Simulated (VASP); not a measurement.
Wanted: the native input for a VASP 6.6.1 run.

```
Task                   : relaxation of the atoms
Functional             : PBEsol
Potentials or basis    : VASP PAW PBE potentials, release 64 (Si)
Cutoff                 : 520 eV
k mesh                 : 7 × 5 × 1
Occupations            : fermi-dirac, width 0.02 eV
Spin                   : no spin polarisation
Dipole correction      : yes
Further INCAR settings : ALGO = Normal; EDIFF = 1e-07; IBRION = 2; EDIFFG = -0.01; NSW = 60
```

The structure of Si lies in POSCAR:

```
Si
1.0
    3.8424174448      0.0000000000      0.0000000000
    0.0000000000      5.4339988627      0.0000000000
    0.0000000000      0.0000000000     17.9212000000
Si
4
Direct
    0.0000000000      0.3750000000      0.4463984353
    0.5000000000      0.1250000000      0.4463984353
    0.5000000000      0.8750000000      0.5536015647
    0.0000000000      0.6250000000      0.5536015647
```

These files were run (other wordings do the same):

INCAR

```
SYSTEM = Si
PREC = Accurate
ENCUT = 520
EDIFF = 1E-7
ISMEAR = -1
SIGMA = 0.02
LREAL = .FALSE.
LASPH = .TRUE.
NELM = 100
ALGO = Normal
ISIF = 2
LWAVE = .FALSE.
LCHARG = .FALSE.
LDIPOL = .TRUE.
IDIPOL = 3
DIPOL = 0.5 0.5 0.500
GGA = PS
IBRION = 2
NSW = 60
EDIFFG = -0.01
```

KPOINTS

```
Automatic mesh
0
G
  7 5 1
  0 0 0
```

Potentials or basis: VASP PAW PBE potentials, release 64 (Si).

Run with:

```sh
$ cat potpaw_PBE.64/Si/POTCAR > POTCAR
$ mpirun -np 1 vasp_std > vasp.out
```

Results of the run:

The energy gained by relaxing is 26.8 meV/atom and the ionic steps are 9. The largest force after relaxing is 0.006 eV/Å and the band gap on the k mesh is zero (bands 8 and 9 overlap by 0.10 eV).

Caveat: the PAW data sets were made with another functional, which shifts forces and pressure a little.

Run time: 3.4 min on 1 thread of Intel(R) Xeon(R) 6975P-C (Granite Rapids), with other jobs on the host, peak memory 0.43 GiB.
